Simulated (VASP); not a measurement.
LiF (Griceite):

```xyz
2
Lattice="0.0000 1.9949 1.9949 1.9949 0.0000 1.9949 1.9949 1.9949 0.0000" Properties=species:S:1:pos:R:3 pbc="T T T"
Li    0.0000    0.0000    0.0000
F     1.9949    1.9949    1.9949
```

Base run:

```yaml
Program: VASP 6.6.1
Functional: PBE
Potentials_or_basis: VASP PAW PBE potentials, release 64 (Li_sv, F)
Cutoff: 520 eV
k_mesh: 8 × 8 × 8
Occupations: gaussian, width 0.01 eV
Spin: no spin polarisation
```

Its results: band gap on the k mesh 9.35 eV, direct.

Problem. The run is repeated on the same cell with these changes: functional from PBE to r2SCAN. What comes out?

Solution. Band gap on the k mesh 10.55 eV, direct.

r2SCAN gives the wider gap, since meta-GGAs in the generalised Kohn-Sham scheme recover part of the derivative discontinuity.

A k mesh can miss the band edges.
